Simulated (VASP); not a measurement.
Here is a VASP 6.6.1 calculation.

The input INCAR:

```
SYSTEM = SiC
PREC = Accurate ; ENCUT = 520
EDIFF = 1E-8 ; ISMEAR = 0
SIGMA = 0.01 ; LREAL = .False.
LASPH = .True. ; NELM = 60
ALGO = Normal ; ISIF = 2
LWAVE = .False. ; LCHARG = .True.
GGA = CA ; IBRION = 8
NSW = 1 ; LEPSILON = .True.
```

Contents of KPOINTS:

```
regular mesh
0
Gamma
  8 8 8
  0 0 0
```

File POSCAR:

```
SiC
1.0
    0.0000000000      2.1640000000      2.1640000000
    2.1640000000      0.0000000000      2.1640000000
    2.1640000000      2.1640000000      0.0000000000
C Si
1 1
Direct
    0.0000000000      0.0000000000      0.0000000000
    0.2500000000      0.2500000000      0.2500000000
```

Potentials or basis: VASP PAW LDA potentials, release 64 (C, Si).

Launch:

```sh
$ cat potpaw_LDA.64/C/POTCAR potpaw_LDA.64/Si/POTCAR > POTCAR
$ mpirun -np 1 vasp_std > vasp.out
```

**Question.** Predict the electronic dielectric tensor (diagonal).

**Answer.** 7.09.

**Question.** Estimate the Born charges (mean of the diagonal).

**Answer.** C -2.72; Si +2.72 e.

**Question.** Predict the highest phonon frequency at Γ, LO-TO splitting left out.

**Answer.** 798 cm⁻¹.

Electronic dielectric tensor:
```
7.09 0.00 0.00
0.00 7.09 0.00
0.00 0.00 7.09
```
